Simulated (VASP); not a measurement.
# Ta (Im-3m) in VASP: further runs

Runs on Ta. Level: PBEsol. Tasks: single point, relaxation of cell and atoms.

Program: VASP 6.6.1. These are calculated values, not measurements. Logs are shortened: lines on timing, memory, paths and dates and some standing lists are left out, and cuts for length are marked.

## (1) The cell of the first run

It takes space group Im-3m (No. 229, cubic). Conventional cell: a = 3.279 Å, b = 3.279 Å, c = 3.279 Å, α = 90.00°, β = 90.00°, γ = 90.00°. Ta (site symmetry m-3m) has 14 Ta at 2.84 to 3.28 Å within 3.7 Å.

## (2) Single point, PBEsol

INCAR reads:

```
  PREC = Accurate
  ENCUT = 500
  EDIFF = 1E-6
  ISMEAR = -1
  SIGMA = 0.05
  LREAL = F
  LASPH = T
  NELM = 120
  ALGO = Normal
  ISIF = 2
  LWAVE = F
  LCHARG = F
  GGA = PS
  NBANDS = 18
  GGA_COMPAT = F
```

KPOINTS reads:

```
regular mesh
0
Gamma
  6 6 6
```

POSCAR reads:

```
Ta
1.0
    3.2786455961      0.0000000000      0.0000000000
    0.0000000000      3.2786455961      0.0000000000
    0.0000000000      0.0000000000      3.2786455961
Ta
2
Direct
    0.0000000000      0.0000000000      0.0000000000
    0.5000000000      0.5000000000      0.5000000000
```

Potentials or basis: VASP PAW PBE potentials, release 64 (Ta_pv).

On the command line:

```sh
cat potpaw_PBE.64/Ta_pv/POTCAR > POTCAR
mpirun -np 1 vasp_std > vasp.out
```

OUTCAR:

```text
PREC = Accurate
   ENCUT = 500
   EDIFF = 1E-6
   ISMEAR = -1
   LREAL = F
   LASPH = T
   NELM = 120
   ISIF = 2
   GGA = PS

 ion  position               nearest neighbor table
   1  0.000  0.000  0.000-   2 2.84   2 2.84   2 2.84   2 2.84   2 2.84   2 2.84   2 2.84   2 2.84

   2  0.500  0.500  0.500-   1 2.84   1 2.84   1 2.84   1 2.84   1 2.84   1 2.84   1 2.84   1 2.84

  LATTYP: Found a simple cubic cell.
 ALAT       =     3.2786455961

  Lattice vectors:

 A1 = (   3.2786455961,   0.0000000000,   0.0000000000)
 A2 = (   0.0000000000,   3.2786455961,   0.0000000000)
 A3 = (   0.0000000000,   0.0000000000,   3.2786455961)

Analysis of symmetry for initial positions (statically):
=====================================================================
 Subroutine PRICEL returns following result:

  LATTYP: Found a body centered cubic cell.
 ALAT       =     3.2786455961

  Lattice vectors:

 A1 = (   1.6393227981,   1.6393227981,  -1.6393227980)
 A2 = (  -1.6393227981,   1.6393227980,   1.6393227980)
 A3 = (   1.6393227981,  -1.6393227980,   1.6393227981)

   2 primitive cells build up your supercell.

 Routine SETGRP: Setting up the symmetry group for a
 simple cubic supercell.

 Subroutine GETGRP returns: Found 48 space group operations
 (whereof 48 operations were pure point group operations)
 out of a pool of 48 trial point group operations.

The static configuration has the point symmetry O_h .

Analysis of symmetry for dynamics (positions and initial velocities):
=====================================================================
 Subroutine PRICEL returns following result:

  LATTYP: Found a body centered cubic cell.
 ALAT       =     3.2786455961

  Lattice vectors:

 A1 = (   1.6393227981,   1.6393227981,  -1.6393227980)
 A2 = (  -1.6393227981,   1.6393227980,   1.6393227980)
 A3 = (   1.6393227981,  -1.6393227980,   1.6393227981)

   2 primitive cells build up your supercell.

 Routine SETGRP: Setting up the symmetry group for a
 simple cubic supercell.

 Subroutine GETGRP returns: Found 48 space group operations
 (whereof 48 operations were pure point group operations)
 out of a pool of 48 trial point group operations.

The dynamic configuration has the point symmetry O_h .

 Subroutine INISYM returns: Found 48 space group operations
 (whereof 48 operations are pure point group operations),
 and found     2 'primitive' translations

----------------------------------------------------------------------------------------

                                     Primitive cell

  volume of cell :      17.6219

  direct lattice vectors                    reciprocal lattice vectors
     1.639322798  1.639322798 -1.639322798     0.305003993  0.305003993  0.000000000
    -1.639322798  1.639322798  1.639322798    -0.000000000  0.305003993  0.305003993
     1.639322798 -1.639322798  1.639322798     0.305003993  0.000000000  0.305003993

  length of vectors
     2.839390376  2.839390376  2.839390376     0.431340784  0.431340784  0.431340784

  position of ions in fractional coordinates (direct lattice)
     0.000000000  0.000000000  0.000000000

  ion indices of the primitive-cell ions
   primitive index   ion index
                 1           1

----------------------------------------------------------------------------------------

 KPOINTS: regular mesh

Automatic generation of k-mesh.
 Grid dimensions read from file:
 generate k-points for:    6    6    6

 Generating k-lattice:

  Cartesian coordinates                     Fractional coordinates (reciprocal lattice)
     0.050833999  0.000000000  0.000000000     0.166666667  0.000000000  0.000000000
     0.000000000  0.050833999  0.000000000     0.000000000  0.166666667  0.000000000
     0.000000000  0.000000000  0.050833999     0.000000000  0.000000000  0.166666667

  Length of vectors
     0.050833999  0.050833999  0.050833999

  Shift w.r.t. Gamma in fractional coordinates (k-lattice)
     0.000000000  0.000000000  0.000000000

 Subroutine IBZKPT returns following result:
 ===========================================

 Found     20 irreducible k-points:

 Following reciprocal coordinates:
            Coordinates               Weight
  0.000000  0.000000  0.000000      1.000000
  0.166667  0.000000  0.000000      6.000000
  0.333333  0.000000  0.000000      6.000000
  0.500000  0.000000  0.000000      3.000000
  0.166667  0.166667  0.000000     12.000000
  0.333333  0.166667  0.000000     24.000000
[... 12 lines left out ...]
  0.500000  0.500000  0.333333      6.000000
  0.500000  0.500000  0.500000      1.000000
   k-points           NKPTS =     20   k-points in BZ     NKDIM =     20   number of bands    NBANDS=     18
   number of dos      NEDOS =    301   number of ions     NIONS =      2
   total plane-waves  NPLWV =  13824
   dimension x,y,z NGX =    24 NGY =   24 NGZ =   24
   dimension x,y,z NGXF=    48 NGYF=   48 NGZF=   48
   ions per type =               2
   NGX,Y,Z   is equivalent  to a cutoff of  12.17, 12.17, 12.17 a.u.
   NGXF,Y,Z  is equivalent  to a cutoff of  24.34, 24.34, 24.34 a.u.
 SYSTEM =  unknown system
   PREC   = accura    normal or accurate (medium, high low for compatibility)
   ISTART =      0    job   : 0-new  1-cont  2-samecut
   ICHARG =      2    charge: 1-file 2-atom 10-const
   ISPIN  =      1    spin polarized calculation?
   LNONCOLLINEAR =      F non collinear calculations
   LSORBIT =      F    spin-orbit coupling
   LASPH  =      T    aspherical Exc in radial PAW
   ENCUT  =  500.0 eV  36.75 Ry    6.06 a.u.   5.98  5.98  5.98*2*pi/ulx,y,z
   NELM   =    120;   NELMIN=  2; NELMDL= -5     # of ELM steps
   EDIFF  = 0.1E-05   stopping-criterion for ELM
   LREAL  =      F    real-space projection
   EDIFFG = 0.1E-04   stopping-criterion for IOM
   NSW    =      0    number of steps for IOM
   IBRION =     -1    ionic relax: 0-MD 1-quasi-New 2-CG
   NFREE  =      0    steps in history (QN), initial steepest desc. (CG)
   ISIF   =      2    stress and relaxation
   ISYM   =      2    0-nonsym 1-usesym 2-fastsym
   POTIM  = 0.5000    time-step for ionic-motion
   TEBEG  =    0.0;   TEEND  =   0.0 temperature during run
   PSTRESS=    0.0 pullay stress
   NELECT =      22.0000    total number of electrons
   NUPDOWN=      -1.0000    fix difference up-down
   EMIN   =  10.00;   EMAX   =-10.00  energy-range for DOS
   EFERMI =   0.00;   METHOD = LEGACY
   ISMEAR =    -1;   SIGMA  =   0.05  broadening in eV -4-tet -1-fermi 0-gaus
   EFERMI_NEDOS =   21; number of points for ismear=-14 and -15
   IALGO  =     38    algorithm
   IMIX   =      4    mixing-type and parameters
     AMIX     =   0.40;   BMIX     =  1.00
     AMIX_MAG =   1.60;   BMIX_MAG =  1.00
  volume/ion in A,a.u.               =      17.62       118.92
  Fermi-wavevector in a.u.,A,eV,Ry     =   1.399119  2.643951 26.633858  1.957533
  Thomas-Fermi vector in A             =   2.522210
   LORBIT       =      0    0 simple, 1 ext, 2 COOP (PROOUT), +10 PAW based schemes
   GGA     = PS    functional components
   LHFCALC =     F    Hartree Fock is set to
   AEXX    =    0.0000 exact exchange contribution
   IVDW    =     0    specifies the selected vdW correction
   LEPSILON=     F    determine dielectric tensor
   LRPA    =     F    only Hartree local field effects (RPA)
 non-spin polarized calculation
  energy-cutoff  :      500.00
  volume of cell :       35.24
 maximum number of plane-waves:       922
 NGX is ok and might be reduce to    24
   NGX = 11   NGY = 11   NGZ = 11

 number of electron      22.0000013 magnetization

 Free energy of the ion-electron system (eV)
  ---------------------------------------------------
  ext. energy  EPLUGINS =         0.00000000
  ---------------------------------------------------
  free energy    TOTEN  =       -25.06906887 eV

  energy without entropy =      -25.03314421  energy(sigma->0) =      -25.05110654

 E-fermi :   5.4655     XC(G=0): -12.8377

 val. band max:        5.3651186433   @ k =   0.3333   0.1667   0.0000
 cond. band min:       5.4842914444   @ k =   0.5000   0.3333   0.1667
 fundamental gap:      0.1191728011
 Fermi energy:         5.4654539834

 k-point     1 :       0.0000    0.0000    0.0000
  band No.  band energies     occupation
      1     -28.3005      2.00000
      2     -28.3005      2.00000
      3     -28.3005      2.00000
      4     -27.4185      2.00000
      5     -27.4185      2.00000
      6     -27.4185      2.00000
[... 10 lines left out ...]
     17      12.5374      0.00000
     18      14.3636      0.00000

 k-point     2 :       0.1667    0.0000    0.0000
  band No.  band energies     occupation
      1     -28.3016      2.00000
      2     -28.2399      2.00000
      3     -28.2399      2.00000
      4     -27.5441      2.00000
      5     -27.4756      2.00000
      6     -27.4756      2.00000
[... 10 lines left out ...]
     17      11.8958      0.00000
     18      12.6793      0.00000

 k-point     3 :       0.3333    0.0000    0.0000
  band No.  band energies     occupation
      1     -28.2622      2.00000
      2     -28.0751      2.00000
      3     -28.0751      2.00000
      4     -27.8319      2.00000
      5     -27.6333      2.00000
      6     -27.6333      2.00000
[... 10 lines left out ...]
     17      10.6644      0.00000
     18      10.6761      0.00000

 k-point     4 :       0.5000    0.0000    0.0000
  band No.  band energies     occupation
      1     -28.1080      2.00000
      2     -28.1080      2.00000
      3     -27.8525      2.00000
      4     -27.8525      2.00000
      5     -27.8525      2.00000
      6     -27.8525      2.00000
[... 291 lines left out ...]
      4     -28.0097      2.00000
      5     -27.6419      2.00000
      6     -27.6419      2.00000
[... 10 lines left out ...]
     17      15.1445      0.00000
     18      15.1445      0.00000

 k-point    19 :       0.5000    0.5000    0.3333
  band No.  band energies     occupation
      1     -28.3759      2.00000
      2     -28.3759      2.00000
      3     -28.0038      2.00000
      4     -28.0038      2.00000
      5     -27.7449      2.00000
      6     -27.7449      2.00000
[... 10 lines left out ...]
     17      14.0292      0.00000
     18      14.0292      0.00000

 k-point    20 :       0.5000    0.5000    0.5000
  band No.  band energies     occupation
      1     -28.0614      2.00000
      2     -28.0614      2.00000
      3     -28.0614      2.00000
      4     -28.0614      2.00000
      5     -28.0614      2.00000
      6     -28.0614      2.00000
[... 10 lines left out ...]
     17      12.7939      0.00000
     18      12.7939      0.00000

------------------------ aborting loop because EDIFF is reached ----------------------------------------

  FORCE on cell =-STRESS in cart. coord.  units (eV):
  Direction    XX          YY          ZZ          XY          YZ          ZX
  --------------------------------------------------------------------------------------
  -------------------------------------------------------------------------------------
  Total        0.0431226      0.0431226      0.0431226     -0.0000000      0.0000000     -0.0000000
  in kB        1.9603431      1.9603431      1.9603431     -0.0000000      0.0000000     -0.0000000
  external PRESSURE =       1.9603431 kB  Pullay stress =       0.0000000 kB

 VOLUME and BASIS-vectors are now :
 -----------------------------------------------------------------------------
  energy-cutoff  :      500.00
  volume of cell :       35.24
      direct lattice vectors                 reciprocal lattice vectors
     3.278645596  0.000000000  0.000000000     0.305003993  0.000000000  0.000000000
     0.000000000  3.278645596  0.000000000     0.000000000  0.305003993  0.000000000
     0.000000000  0.000000000  3.278645596     0.000000000  0.000000000  0.305003993

 POSITION                                       TOTAL-FORCE (eV/Angst)
 -----------------------------------------------------------------------------------
      0.00000      0.00000      0.00000         0.000000      0.000000     -0.000000
      1.63932      1.63932      1.63932        -0.000000     -0.000000      0.000000
 -----------------------------------------------------------------------------------
    total drift:                                0.000000      0.000000     -0.000000

  FREE ENERGIE OF THE ION-ELECTRON SYSTEM (eV)
  ---------------------------------------------------
  free  energy   TOTEN  =       -25.0690688716 eV

  energy  without entropy=      -25.0331442127  energy(sigma->0) =      -25.05110654
```

It took 4.3 s on 1 thread of Intel Xeon 6975P-C (Granite Rapids), shared host; peak memory 0.14 GiB.

Results:

* Free energy: -25.0691 eV
* Pressure: 0.2 GPa
* Band gap on the k mesh: zero (band 11 reaches 7.21 eV, above the bottom of band 12 at 4.26 eV)

Caveat: the PAW data sets were made with another functional, which shifts forces and pressure a little; spin-orbit coupling is left out, which moves the levels of the heavy elements.

## (3) Relaxation of cell and atoms, PBEsol

INCAR reads:

```
SYSTEM = Ta
  PREC = Accurate
  ENCUT = 500
  EDIFF = 1E-7
  ISMEAR = -1
  SIGMA = 0.05
  LREAL = .False.
  LASPH = .True.
  NELM = 120
  ALGO = Normal
  ISIF = 3
  LWAVE = .False.
  LCHARG = .False.
  GGA = PS
  IBRION = 2
  NSW = 80
  EDIFFG = -0.03
  GGA_COMPAT = .False.
  NELMIN = 4
```

KPOINTS reads:

```
Automatic mesh
0
Gamma
  6 6 6
  0 0 0
```

POSCAR is that of step 2.

Potentials or basis: VASP PAW PBE potentials, release 64 (Ta_pv).

On the command line:

```sh
cat potpaw_PBE.64/Ta_pv/POTCAR > POTCAR
mpirun -np 1 vasp_std > vasp.out
```

Wall time 3.8 s (1 thread of Intel Xeon 6975P-C (Granite Rapids), shared host); peak memory 0.13 GiB.

It converged, with:

```
Free energy             : -25.0691 eV
Pressure after relaxing : 0.2 GPa
Band gap on the k mesh  : zero (band 11 reaches 7.21 eV, above the bottom of band 12 at 4.26 eV)
```

Final structure:
```
Ta
1.0
     3.27865    0.00000    0.00000
     0.00000    3.27865    0.00000
     0.00000    0.00000    3.27865
Ta
2
Direct
  0.00000 0.00000 0.00000
  0.50000 0.50000 0.50000
```

Levels at points of the mesh, in eV from the Fermi level:
```
           k point  band 7  band 8  band 9  band 10  band 11  band 12  band 13  band 14
(0.00, 0.00, 0.00)   -7.98   -3.91   -3.91     0.76     0.76     0.76     4.11     4.11
(0.50, 0.00, 0.00)   -3.69   -3.69   -0.98    -0.98     1.32     1.32     1.32     1.32
(0.50, 0.50, 0.00)   -4.45   -4.45   -1.58    -1.58     1.75     1.75     4.01     4.01
(0.50, 0.50, 0.50)   -1.20   -1.20   -1.20    -1.20    -1.20    -1.20     5.24     5.24
```

Caveat: the relaxation stopped at its first step, so nothing moved; the PAW data sets were made with another functional, which shifts forces and pressure a little; spin-orbit coupling is left out, which moves the levels of the heavy elements.

## (4) Relaxation of cell and atoms, PBEsol

This run uses another cell than the first one, of 17.97 Å³/atom, 1.020 times its volume.

INCAR reads:

```
PREC = Accurate
ENCUT = 500
EDIFF = 1E-7
ISMEAR = -1
SIGMA = 0.05
LREAL = F
LASPH = T
NELM = 120
ALGO = Normal
ISIF = 3
LWAVE = F
LCHARG = F
GGA = PS
IBRION = 2
NSW = 80
EDIFFG = -0.03
GGA_COMPAT = F
NELMIN = 4
```

KPOINTS reads:

```
regular mesh
0
Gamma
  6 6 6
```

POSCAR reads:

```
Ta
1.0
    3.3000000000      0.0000000000      0.0000000000
    0.0000000000      3.3000000000      0.0000000000
    0.0000000000      0.0000000000      3.3000000000
Ta
2
Direct
    0.0000000000      0.0000000000      0.0000000000
    0.5000000000      0.5000000000      0.5000000000
```

On the command line:

```sh
cat potpaw_PBE.64/Ta_pv/POTCAR > POTCAR
mpirun -np 1 vasp_std > vasp.out
```

It took 8.5 s on 1 thread of Intel Xeon 6975P-C (Granite Rapids), shared host; peak memory 0.14 GiB.

The run converged. Its results:

```
Free energy                            : -25.0693 eV
Relaxed volume                         : 17.64 Å³/atom
Relaxed cell                           : a = 3.280 Å, b = 3.280 Å, c = 3.280 Å, α = 90.00°, β = 90.00°, γ = 90.00°
Space group after relaxing (to 0.05 Å) : Im-3m (No. 229)
Energy gained by relaxing              : 3.6 meV/atom
Ionic steps                            : 3
Pressure after relaxing                : 0.0 GPa
Band gap on the k mesh                 : zero (band 11 reaches 7.20 eV, above the bottom of band 12 at 4.25 eV)
```

Step by step:
```tsv
step	energy change (eV)	largest force (eV/Å)	pressure (GPa)	volume (Å³)
1	0.0000	0.0000	-3.47	35.94
2	0.0245	0.0000	7.88	33.95
3	-0.0072	0.0000	-0.04	35.29
```

Final structure:
```
Ta
1.0
     3.27993    0.00000    0.00000
     0.00000    3.27993    0.00000
     0.00000    0.00000    3.27993
Ta
2
Cartesian
  0.0000 0.0000 0.0000
  1.6400 1.6400 1.6400
```

Levels at points of the mesh, in eV from the Fermi level:
```csv
k point,band 8,band 9,band 10,band 11,band 12,band 13
"(0.00, 0.00, 0.00)",-3.90,-3.90,0.76,0.76,0.76,4.11
"(0.50, 0.00, 0.00)",-3.69,-0.98,-0.98,1.31,1.31,1.31
"(0.50, 0.50, 0.00)",-4.45,-1.57,-1.57,1.74,1.74,4.00
"(0.50, 0.50, 0.50)",-1.20,-1.20,-1.20,-1.20,-1.20,5.23
```

Caveat: the PAW data sets were made with another functional, which shifts forces and pressure a little; spin-orbit coupling is left out, which moves the levels of the heavy elements.

## (5) The runs side by side

| task | cell | gap on the mesh (eV) | pressure (GPa) |
| --- | --- | --- | --- |
| single point | a = 3.279 Å, 2 atoms | none | 0.2 |
| relaxation of cell and atoms | relaxed from a = 3.279 Å, 2 atoms | none | 0.2 |
| relaxation of cell and atoms | relaxed from a = 3.300 Å, 2 atoms | none | 0.0 |

Alike in all rows: level PBEsol; potentials or basis VASP PAW PBE potentials, release 64 (Ta_pv); no spin polarisation; k mesh 6 × 6 × 6; cutoff (eV) 500; smearing fermi-dirac 0.05 eV.

Caveats: the PAW data sets were made with another functional, which shifts forces and pressure a little; spin-orbit coupling is left out, which moves the levels of the heavy elements; the relaxation stopped at its first step, so nothing moved (some runs).

Total energies depend on the potentials used, so only differences within one code and one set of settings carry meaning.
